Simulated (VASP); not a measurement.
Runs of VASP 6.6.1 on MgO. The structure is that of space group Fm-3m (No. 225), or close to it. The cells are those of the table. 

```tsv
task	level	cell	cutoff (eV)	gap on the mesh (eV)	pressure (GPa)
relaxation of cell and atoms	PBE	relaxed to 3 GPa from a = 2.980 Å, angles 60.0°, 2 atoms	600	4.69	3.0
single point	PBE	a = 2.988 Å, angles 60.0°, 2 atoms	520	4.63	2.3
single point	PBE	a = 3.008 Å, angles 60.0°, 2 atoms	520	4.45	-0.7
single point	PBE+D3(BJ)	a = 3.029 Å, angles 60.0°, 2 atoms	600	4.25	-8.7
single point	PBE	a = 2.960 Å, angles 60.0°, 2 atoms	520	4.91	7.3
single point	PBE	a = 2.924 Å, angles 60.0°, 2 atoms	520	(b)	14.3
relaxation of cell and atoms	PBE	relaxed to 15 GPa from a = 2.923 Å, angles 60.0°, 2 atoms	600	(a)	15.0
```

Alike in all rows: potentials or basis VASP PAW PBE potentials, release 64 (Mg, O); no spin polarisation; k mesh 10 × 10 × 10; smearing gaussian 0.02 eV.

Q: Estimate the missing entries.

A: (a) 5.33; (b) 5.28.

Caveats: the cell is relaxed towards a set pressure, so the enthalpy falls and the energy may rise (some runs).

